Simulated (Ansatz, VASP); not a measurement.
**Ca in VASP and in Ansatz**

File INCAR:

```
SYSTEM = Ca
PREC = Accurate
ENCUT = 520
EDIFF = 1E-6
ISMEAR = 0
SIGMA = 0.1
LREAL = .FALSE.
LASPH = .TRUE.
NELM = 80
ALGO = Fast
ISIF = 2
LWAVE = .FALSE.
LCHARG = .TRUE.
GGA = PE
LELF = .TRUE.
LVHAR = .TRUE.
NBANDS = 11
```

File KPOINTS:

```
Automatic mesh
0
G
  14 14 14
  0 0 0
```

The input POSCAR:

```
Ca
1.0
    0.0000000000      2.7897485036      2.7897485036
    2.7897485036      0.0000000000      2.7897485036
    2.7897485036      2.7897485036      0.0000000000
Ca
1
Direct
    0.0000000000      0.0000000000      0.0000000000
```

Input for Ansatz:

```yaml
crystal:
  lattice:
    - [0.0, 2.7897485036, 2.7897485036]
    - [2.7897485036, 0.0, 2.7897485036]
    - [2.7897485036, 2.7897485036, 0.0]
  atoms:
    - { symbol: Ca, position: [0.0, 0.0, 0.0] }
basis:
  ecutwfc: 420
kpoints:
  mp_grid: { grid: [14, 14, 14] }
hamiltonian:
  xc: pbe
scf:
  occupations: { method: gaussian, width: 0.1 }
output:
  forces: true
  stress: true
  eigenvalues: true
  write_density: true
  write_potential: true
  elf: true
  volumetric_format: npy
```

Alike in both runs: task single point; functional PBE; k mesh 14 × 14 × 14; occupations gaussian, width 0.1 eV; no spin polarisation.

|  | VASP | Ansatz |
| --- | --- | --- |
| version | VASP 6.6.1 | Ansatz 0.2.0 |
| potentials or method | VASP PAW PBE potentials, release 64 (Ca_sv), cutoff 520 eV | scalar-relativistic, plane waves, PAW |
| valence electrons in the cell | 10 | 10 |

|  | VASP | Ansatz | Ansatz less VASP |
| --- | --- | --- | --- |
| gap on the k mesh at the Fermi level (eV) | none | none | - |
| pressure (GPa) | -0.5 | -0.5 | 0.00 |

A gap of «none» marks a metal or a gap that the smearing closes.
